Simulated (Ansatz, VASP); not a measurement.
## One calculation of CaO, two programs

Contents of POSCAR:

```
CaO
1.0
    0.0000000000      2.4211838543      2.4211838543
    2.4211838543      0.0000000000      2.4211838543
    2.4211838543      2.4211838543      0.0000000000
Ca O
1 1
Direct
    0.0000000000      0.0000000000      0.0000000000
    0.5000000000      0.5000000000      0.5000000000
```

Contents of INCAR.step1:

```
SYSTEM = CaO
PREC = Accurate ; ENCUT = 520
ISMEAR = 0 ; SIGMA = 0.02
LREAL = .FALSE. ; LASPH = .TRUE.
NELM = 60 ; NBANDS = 15
GGA = PE ; ALGO = Normal
EDIFF = 1E-4 ; LWAVE = .TRUE.
LCHARG = .FALSE.
```

Contents of INCAR.step2:

```
SYSTEM = CaO
PREC = Accurate ; ENCUT = 520
EDIFF = 1E-6 ; ISMEAR = 0
SIGMA = 0.02 ; LREAL = .FALSE.
LASPH = .TRUE. ; NELM = 60
ALGO = Normal ; ISIF = 2
LWAVE = .FALSE. ; LCHARG = .TRUE.
METAGGA = R2SCAN ; LMIXTAU = .TRUE.
LELF = .TRUE. ; LVHAR = .TRUE.
NBANDS = 15 ; ISTART = 1
```

File KPOINTS:

```
regular mesh
0
G
  8 8 8
  0 0 0
```

Input for Ansatz:

```yaml
crystal:
  lattice:
    - [0.0, 2.4211838543, 2.4211838543]
    - [2.4211838543, 0.0, 2.4211838543]
    - [2.4211838543, 2.4211838543, 0.0]
  atoms:
    - { symbol: Ca, position: [0.0, 0.0, 0.0] }
    - { symbol: O, position: [0.5, 0.5, 0.5] }
basis:
  ecutwfc: 500
kpoints:
  mp_grid: { grid: [8, 8, 8] }
hamiltonian:
  xc: r2scan
scf:
  occupations: { method: gaussian, width: 0.02 }
output:
  forces: true
  stress: true
  eigenvalues: true
```

Alike in both runs: task single point; functional r2SCAN; k mesh 8 × 8 × 8; occupations gaussian, width 0.02 eV; no spin polarisation.

|  | VASP | Ansatz |
| --- | --- | --- |
| version | VASP 6.6.1 | Ansatz 0.2.0 |
| potentials or method | VASP PAW PBE potentials, release 64 (Ca_sv, O), cutoff 520 eV | scalar-relativistic, plane waves, PAW |
| valence electrons in the cell | 16 | 16 |

Ansatz gave:

- gap on the k mesh at the Fermi level (eV): 4.20
- least direct gap on the mesh (eV): 4.59
- pressure (GPa): -3.2

Task: Estimate VASP's values.

Result: gap on the k mesh at the Fermi level (eV): 4.19; least direct gap on the mesh (eV): 4.57; pressure (GPa): -2.3.

VASP's potentials were made for PBE, not for r2SCAN.
